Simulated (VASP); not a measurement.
A run of VASP 6.6.1:

INCAR

```
  PREC = Accurate
  ENCUT = 500
  EDIFF = 1E-6
  ISMEAR = 0
  SIGMA = 0.01
  LREAL = F
  LASPH = T
  NELM = 120
  ALGO = Normal
  ISIF = 2
  LWAVE = F
  LCHARG = F
  GGA = LIBXC
  LIBXC1 = GGA_X_B88
  LIBXC2 = GGA_C_PBE_SOL
  NBANDS = 8
  GGA_COMPAT = F
```

The input KPOINTS:

```
Automatic mesh
0
Gamma
  15 15 14
```

The input POSCAR:

```
Si
1.0
    2.5353954105      0.0000000000      0.0000000000
   -1.2676977053      2.1957166381      0.0000000000
    0.0000000000      0.0000000000      2.3808837788
Si
1
Direct
    0.0000000000      0.0000000000      0.0000000000
```

Potentials or basis: VASP PAW PBE potentials, release 64 (Si).

Run with:

```bash
$ cat potpaw_PBE.64/Si/POTCAR > POTCAR
$ mpirun -np 1 vasp_std > vasp.out
```

Hardware: 1 thread of Intel(R) Xeon(R) 6975P-C (Granite Rapids) (shared host).

Problem. How long does it take, and how much memory?

Solution. Run time: 6.6 s on 1 thread of Intel(R) Xeon(R) 6975P-C (Granite Rapids), with other jobs on the host, peak memory 0.12 GiB. Counts: scf iterations 10, k points 216.
